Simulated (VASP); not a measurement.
Crystal: PbS.

```
CELL_PARAMETERS angstrom
4.12345 0.00000 0.00000
-2.06173 3.57101 0.00000
0.00000 0.00000 7.33373
ATOMIC_POSITIONS crystal
Pb 0.00000 0.00000 0.00000
Pb 0.00000 0.00000 0.50000
S 0.33333 0.66667 0.25000
S 0.66667 0.33333 0.75000
```

Base run:

```yaml
Program: VASP 6.6.1
Functional: PBE
Potentials_or_basis: VASP PAW PBE potentials, release 64 (Pb_d, S)
Cutoff: 500 eV
k_mesh: 12 × 12 × 4
Occupations: fermi-dirac, width 0.02 eV
Spin: no spin polarisation
```

Its results: pressure 0.9 GPa.

Q: The run is repeated on the same cell with these changes: functional from PBE to LDA; potentials or basis from VASP PAW PBE potentials, release 64 (Pb_d, S) to VASP PAW LDA potentials, release 64 (Pb_d, S). What comes out?

A: Pressure -3.5 GPa.
